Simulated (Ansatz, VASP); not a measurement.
## One calculation of GeSe, two programs

Contents of INCAR:

```
SYSTEM = GeSe
PREC = Accurate
ENCUT = 500
EDIFF = 1E-6
ISMEAR = 0
SIGMA = 0.1
LREAL = .False.
LASPH = .True.
NELM = 120
ALGO = Normal
ISIF = 2
LWAVE = .False.
LCHARG = .False.
GGA = CA
NBANDS = 50
GGA_COMPAT = .False.
```

Contents of KPOINTS:

```
Automatic mesh
0
Gamma
  2 6 4
  0 0 0
```

File POSCAR:

```
GeSe
1.0
   11.2560349400      0.0000000000      0.0000000000
    0.0000000000      3.7871878600      0.0000000000
    0.0000000000      0.0000000000      4.6643635200
Ge Se
4 4
Direct
    0.1290986400      0.2500000000      0.1190017300
    0.8709013600      0.7500000000      0.8809982700
    0.3709013600      0.7500000000      0.6190017300
    0.6290986400      0.2500000000      0.3809982700
    0.8492791900      0.2500000000      0.5154685600
    0.1507208100      0.7500000000      0.4845314400
    0.6507208100      0.7500000000      0.0154685600
    0.3492791900      0.2500000000      0.9845314400
```

Input for Ansatz:

```yaml
crystal:
  lattice:
    - [11.25603494, 0.0, 0.0]
    - [0.0, 3.78718786, 0.0]
    - [0.0, 0.0, 4.66436352]
  atoms:
    - { symbol: Ge, position: [0.12909864, 0.25, 0.11900173] }
    - { symbol: Ge, position: [0.87090136, 0.75, 0.88099827] }
    - { symbol: Ge, position: [0.37090136, 0.75, 0.61900173] }
    - { symbol: Ge, position: [0.62909864, 0.25, 0.38099827] }
    - { symbol: Se, position: [0.84927919, 0.25, 0.51546856] }
    - { symbol: Se, position: [0.15072081, 0.75, 0.48453144] }
    - { symbol: Se, position: [0.65072081, 0.75, 0.01546856] }
    - { symbol: Se, position: [0.34927919, 0.25, 0.98453144] }
basis:
  ecutwfc: 600.0
kpoints:
  mp_grid: { grid: [2, 6, 4] }
hamiltonian:
  xc: lda
  pseudopotentials: { kind: paw, azcp: { folder: soft_1 } }
scf:
  occupations: { method: gaussian, width: 0.1 }
output:
  forces: true
  stress: true
  eigenvalues: true
```

Alike in both runs: task single point; functional LDA; k mesh 2 × 6 × 4; occupations gaussian, width 0.1 eV; no spin polarisation.

|  | VASP | Ansatz |
| --- | --- | --- |
| version | VASP 6.6.1 | Ansatz 0.2.0 |
| potentials or method | VASP PAW LDA potentials, release 64 (Ge_d, Se), cutoff 500 eV | scalar-relativistic, plane waves, PAW |
| valence electrons in the cell | 80 | 120 |

Ansatz gave:

```
gap on the k mesh at the Fermi level (eV)                     : 0.80
least direct gap on the mesh (eV)                             : 0.80
pressure (GPa)                                                : -2.8
traceless stress, the component that is largest in VASP (GPa) : -0.35
rms of the force components (eV/Å)                            : 0.016
```

Q: What did VASP give for the same quantities?

A: gap on the k mesh at the Fermi level (eV): 0.78; least direct gap on the mesh (eV): 0.78; pressure (GPa): -2.7; traceless stress, the component that is largest in VASP (GPa): -0.36; rms of the force components (eV/Å): 0.035.

Ansatz warns that its potentials were made for another functional, while VASP's fit it. LDA's correlation is that of Perdew and Zunger in VASP and of Perdew and Wang (1992) in Ansatz. Atom by atom the forces differ by 0.020 eV/Å (rms over components). VASP's potentials hold 80 valence electrons a cell and Ansatz's 120, so a difference there can come from the potentials and not from the codes.
